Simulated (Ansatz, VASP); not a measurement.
# Nb3Sn: VASP beside Ansatz

```xyz
8
Lattice="5.3192 0.0000 0.0000 0.0000 5.3192 0.0000 0.0000 0.0000 5.3192" Properties=species:S:1:pos:R:3 pbc="T T T"
Nb    1.3298    0.0000    2.6596
Nb    2.6596    3.9894    0.0000
Nb    3.9894    0.0000    2.6596
Nb    2.6596    1.3298    0.0000
Nb    0.0000    2.6596    3.9894
Nb    0.0000    2.6596    1.3298
Sn    0.0000    0.0000    0.0000
Sn    2.6596    2.6596    2.6596
```

Alike in both runs: functional PBE; k mesh 6 × 6 × 6; occupations fermi-dirac, width 0.1 eV; no spin polarisation.

Ansatz relaxed the structure, and its values are those at the end. VASP's run is a single point on that final structure, the one shown.

|  | VASP | Ansatz |
| --- | --- | --- |
| version | VASP 6.6.1 | Ansatz 0.2.0 |
| potentials or method | VASP PAW PBE potentials, release 64 (Nb_sv, Sn_d), cutoff 520 eV | PAW plane waves |
| valence electrons in the cell | 106 | 106 |

Ansatz gave:

```
gap on the k mesh at the Fermi level (eV) : none
pressure (GPa)                            : 0.0
```

Estimate VASP's values.

gap on the k mesh at the Fermi level (eV): none; pressure (GPa): -0.2.

A gap of «none» marks a metal or a gap that the smearing closes.
